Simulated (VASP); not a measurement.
Crystal: NiO.

```xyz
2
Lattice="0.0000 2.0893 2.0893 2.0893 0.0000 2.0893 2.0893 2.0893 0.0000" Properties=species:S:1:pos:R:3 pbc="T T T"
O     2.0893    2.0893    2.0893
Ni    0.0000    0.0000    0.0000
```

Base run:

```yaml
Program: VASP 6.6.1
Functional: PBE
Potentials_or_basis: VASP PAW PBE potentials, release 64 (O, Ni)
Cutoff: 520 eV
k_mesh: 10 × 10 × 10
Occupations: fermi-dirac, width 0.03 eV
Spin: collinear spin, ferromagnetic start
Starting_moments: "[0.0, 2.9] μB"
Fixed_moment: 2.9 μB
```

Its results: pressure 32.0 GPa; net moment 2.90 μB per cell; site moments O +0.67; Ni +2.00 μB.

Task: The run is repeated on the same cell with these changes: fixed moment from 2.9 μB to none; moments at the start from [0.0, 2.9] to [0.0, 2.0]. What comes out?

Result: Pressure 4.7 GPa; net moment 1.73 μB per cell; site moments O +0.26; Ni +1.43 μB.

Caveats: a cell with one magnetic atom can't hold antiferromagnetic order, which such compounds often take; the total moment is fixed, so each spin has its own Fermi level (some runs).
